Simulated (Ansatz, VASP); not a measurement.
# One calculation of LuSb5, two programs

```xyz
6
Lattice="6.0362 0.0000 0.0000 -3.0181 5.2275 0.0000 0.0000 0.0000 5.7623" Properties=species:S:1:pos:R:3 pbc="T T T"
Lu    0.0000    0.0000    2.8811
Sb    3.0181    0.0000    0.0000
Sb   -1.5090    2.6137    0.0000
Sb    1.5090    2.6137    0.0000
Sb    0.0000    3.4850    2.8811
Sb    3.0181    1.7425    2.8811
```

Alike in both runs: task relaxation of cell and atoms; functional PBE; k mesh 6 × 6 × 8; occupations gaussian, width 0.1 eV; no spin polarisation.

|  | VASP | Ansatz |
| --- | --- | --- |
| version | VASP 6.6.1 | Ansatz 0.2.0 |
| potentials or method | VASP PAW PBE potentials, release 64 (Lu, Sb), cutoff 600 eV | scalar-relativistic, plane waves, PAW |
| valence electrons in the cell | 50 | 100 |

```csv
,VASP,Ansatz,Ansatz less VASP
"gap on the k mesh at the Fermi level, each at its own relaxed structure (eV)",none,none,-
relaxed volume (Å³/atom),30.12,30.12,-0.007
relaxed length of the cell vector where the two differ most in proportion (Å),5.717,5.721,+0.0038
```

A gap of «none» marks a metal or a gap that the smearing closes. VASP's potentials hold 50 valence electrons a cell and Ansatz's 100, so a difference there can come from the potentials and not from the codes.

Neither program's run includes spin-orbit coupling.
